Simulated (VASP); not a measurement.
Runs of VASP 6.6.1 on MgS. The structure is that of space group P6_3mc (No. 186), or close to it. The cells are those of the table. 

```tsv
cell	gap on the mesh (eV)	pressure (GPa)	largest force (eV/Å)
a = 4.150, b = 4.150, c = 6.160 Å, angles 90.0, 90.0, 120.0°, 4 atoms	2.93	-1.5	-
a = 4.210, b = 4.210, c = 5.902 Å, angles 90.0, 90.0, 120.0°, 4 atoms	2.75	-1.6	-
a = 3.908, b = 3.908, c = 6.531 Å, angles 90.0, 90.0, 120.0°, 4 atoms	3.56	2.8	(b)
a = 3.968, b = 3.968, c = 6.521 Å, angles 90.0, 90.0, 120.0°, 4 atoms	3.45	0.8	-
a = 3.847, b = 3.847, c = 6.708 Å, angles 90.0, 90.0, 120.0°, 4 atoms	3.34	2.8	(a)
```

Alike in all rows: task single point; level PBEsol; potentials or basis VASP PAW PBE potentials, release 64 (Mg, S); no spin polarisation; k mesh 6 × 6 × 4; cutoff (eV) 520; smearing gaussian 0.02 eV.

Fill in the values left out.

(a) 0.01; (b) 0.15.

Caveats: the PAW data sets were made with another functional, which shifts forces and pressure a little.

